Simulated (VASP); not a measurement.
Set up this calculation in VASP 6.6.1, as the native input.

| Property | Result |
| --- | --- |
| Task | single point |
| Functional | LDA |
| Potentials or basis | VASP PAW LDA potentials, release 64 (Zn) |
| Cutoff | 520 eV |
| k mesh | 12 × 12 × 12 |
| Occupations | fermi-dirac, width 0.05 eV |
| Spin | no spin polarisation |
| Dipole correction | no |
| Further INCAR settings | ALGO = Fast; EDIFF = 1e-06; NBANDS = 12 |

The structure of Zn lies in POSCAR:

```
Zn
1.0
    0.0000000000      1.8889174939      1.8889174939
    1.8889174939      0.0000000000      1.8889174939
    1.8889174939      1.8889174939      0.0000000000
Zn
1
Direct
    0.0000000000      0.0000000000      0.0000000000
```

One way to write it, as run:

INCAR

```
PREC     = Accurate       # precision mode
ENCUT    = 520            # plane-wave cutoff, eV
EDIFF    = 1E-6           # SCF threshold, eV
ISMEAR   = -1             # smearing method
SIGMA    = 0.05           # smearing width, eV
LREAL    = False          # projectors in reciprocal space
LASPH    = True           # aspherical terms in the spheres
NELM     = 100            # most SCF steps
ALGO     = Fast           # electronic algorithm
ISIF     = 2              # what is computed and relaxed
LWAVE    = False          # write WAVECAR
LCHARG   = False          # write CHGCAR
GGA      = CA             # functional
NBANDS   = 12             # bands
```

KPOINTS

```
regular mesh
0
Gamma
  12 12 12
```

Potentials or basis: VASP PAW LDA potentials, release 64 (Zn).

Command:

```bash
$ cat potpaw_LDA.64/Zn/POTCAR > POTCAR
$ mpirun -np 1 vasp_std > vasp.out
```

Results of the run:

```
Pressure               : 0.7 GPa
Band gap on the k mesh : zero (band 6 reaches 6.08 eV, above the bottom of band 7 at 2.53 eV)
```

It took 8.3 s on 1 thread of Intel(R) Xeon(R) Platinum 8259CL CPU @ 2.50GHz (Skylake/Cascade Lake) (shared host), peak memory 0.12 GiB.
